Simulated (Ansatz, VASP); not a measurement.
# One calculation of As2H, two programs

```
As H
1.0
     3.57134    0.00000    0.00000
    -1.78567    3.09287    0.00000
     0.00000    0.00000   18.39764
As H
2 1
Direct
  0.33333 0.66667 0.29339
  0.66667 0.33333 0.21742
  0.33333 0.66667 0.43199
```

Alike in both runs: task single point; functional PBE; dispersion D3(BJ); k mesh 9 × 9 × 1; occupations gaussian, width 0.05 eV; collinear spin.

|  | VASP | Ansatz |
| --- | --- | --- |
| version | VASP 6.6.1 | Ansatz 0.2.0 |
| potentials or method | VASP PAW PBE potentials, release 64 (As, H), cutoff 520 eV | scalar-relativistic, plane waves, PAW |
| valence electrons in the cell | 11 | 31 |

```csv
,VASP,Ansatz,Ansatz less VASP
gap on the k mesh at the Fermi level (eV),1.03,1.05,+0.020
least direct gap on the mesh (eV),1.47,1.49,+0.018
rms of the force components (eV/Å),0.117,0.088,-0.0291
net moment per atom (μB),0.33,0.33,0.000
size of the moment on the site where the two differ most (μB),0.34,0.70,+0.362
```

Site moments also hang on the region over which each program counts them. Atom by atom the forces differ by 0.043 eV/Å (rms over components). VASP's potentials hold 11 valence electrons a cell and Ansatz's 31, so a difference there can come from the potentials and not from the codes. Ansatz's warnings: stability check not made.
